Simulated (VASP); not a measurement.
ScPd:

```
CELL_PARAMETERS angstrom
3.28300 0.00000 0.00000
0.00000 3.28300 0.00000
0.00000 0.00000 3.28300
ATOMIC_POSITIONS crystal
Sc 0.50000 0.50000 0.50000
Pd 0.00000 0.00000 0.00000
```

| Item | Value |
| --- | --- |
| Program | VASP 6.6.1 |
| Task | relaxation of volume and atoms at fixed shape |
| Functional | LDA |
| Potentials or basis | VASP PAW LDA potentials, release 64 (Sc_sv, Pd) |
| Cutoff | 600 eV |
| k mesh | 7 × 7 × 7 |
| Occupations | methfessel-paxton, width 0.1 eV |
| Spin | no spin polarisation |

At the start: pressure -5.0 GPa; volume 17.69 Å³/atom.

Problem. Where does the relaxation end?

Solution. Over 3 steps the energy falls by 11.6 meV/atom and the volume is 16.99 Å³/atom (-4.0 %); space group Pm-3m (No. 221, to 0.05 Å).

Step by step:
```
step  energy change (eV)  largest force (eV/Å)  pressure (GPa)  volume (Å³)
   1              0.0000                0.0000           -5.02        35.38
   2              0.0006                0.0000            5.88        32.62
   3             -0.0232                0.0000           -0.03        33.97
```

Final structure:
```
CELL_PARAMETERS angstrom
3.23869 0.00000 0.00000
0.00000 3.23869 0.00000
0.00000 0.00000 3.23869
ATOMIC_POSITIONS crystal
Sc 0.50000 0.50000 0.50000
Pd 0.00000 0.00000 0.00000
```
